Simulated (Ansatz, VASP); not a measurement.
# One calculation of KF, two programs

```xyz
2
Lattice="0.0000 2.6544 2.6544 2.6544 0.0000 2.6544 2.6544 2.6544 0.0000" Properties=species:S:1:pos:R:3 pbc="T T T"
K     1.5502    2.8004    3.9418
F     4.2046    5.4548    6.5962
```

Alike in both runs: task single point; functional PBE; k mesh 8 × 8 × 8; no spin polarisation; Hubbard terms F p U = 1.0 eV.

```csv
,VASP,Ansatz
version,VASP 6.6.1,Ansatz 0.2.0
potentials or method,"VASP PAW PBE potentials, release 64 (K_sv, F), cutoff 600 eV","scalar-relativistic, plane waves, PAW"
occupations,"gaussian, width 0.01 eV",fixed
valence electrons in the cell,16,16
```

VASP gave:

* gap on the k mesh at the Fermi level (eV): 6.36
* least direct gap on the mesh (eV): 6.36
* pressure (GPa): 2.0

**Question.** Estimate Ansatz's values.

**Answer.** gap on the k mesh at the Fermi level (eV): 6.68; least direct gap on the mesh (eV): 6.68; pressure (GPa): 2.0.

The programs project onto different local orbitals, so the same U acts differently, and such runs can settle in different states.
